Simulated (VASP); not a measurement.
Here is a VASP 6.6.1 calculation.

The input INCAR:

```
PREC     = Accurate       # precision mode
ENCUT    = 600            # plane-wave cutoff, eV
EDIFF    = 1E-7           # SCF threshold, eV
ISMEAR   = 0              # smearing method
SIGMA    = 0.1            # smearing width, eV
LREAL    = False          # projectors in reciprocal space
LASPH    = True           # aspherical terms in the spheres
NELM     = 60             # most SCF steps
ALGO     = Normal         # electronic algorithm
ISIF     = 3              # what is computed and relaxed
LWAVE    = False          # write WAVECAR
LCHARG   = False          # write CHGCAR
GGA      = PE             # functional
IBRION   = 2              # ionic algorithm
NSW      = 90             # ionic steps
EDIFFG   = -0.04          # ionic threshold
```

Contents of KPOINTS:

```
regular mesh
0
Gamma
  6 6 2
```

The input POSCAR:

```
SiC2
1.0
    2.7628738900      0.0000000000      0.0000000000
   -1.3814369400      2.3927189700      0.0000000000
    0.0000000000      0.0000000000     12.3508174900
Si C
2 4
Direct
    0.3333333300      0.6666666700      0.0000000000
    0.6666666700      0.3333333300      0.0000000000
    0.3333333300      0.6666666700      0.6666666700
    0.3333333300      0.6666666700      0.3333333300
    0.6666666700      0.3333333300      0.6666666700
    0.6666666700      0.3333333300      0.3333333300
```

Potentials or basis: VASP PAW PBE potentials, release 64 (Si, C).

Run with:

```sh
$ cat potpaw_PBE.64/Si/POTCAR potpaw_PBE.64/C/POTCAR > POTCAR
$ mpirun -np 1 vasp_std > vasp.out
```

Estimate the relaxed volume.

18.87 Å³/atom.

What does it give for the relaxed cell?

a = 3.241 Å, b = 3.241 Å, c = 12.447 Å, α = 90.00°, β = 90.00°, γ = 120.00°.

Final structure:
```xyz
6
Lattice="3.2409 0.0000 0.0000 -1.6205 2.8067 0.0000 0.0000 0.0000 12.4472" Properties=species:S:1:pos:R:3 pbc="T T T"
Si    0.0000    1.8711    0.0000
Si    1.6205    0.9356    0.0000
C     0.0000    1.8711    8.2958
C     0.0000    1.8711    4.1514
C     1.6205    0.9356    8.2958
C     1.6205    0.9356    4.1514
```

Caveat: the k points lie up to 0.37 Å⁻¹ apart in the final cell; the volume moved by over 15 % at a fixed basis, so the end points are rough; this functional lacks dispersion, which binds the layers, so the pressure and a relaxed spacing across them are unreliable.
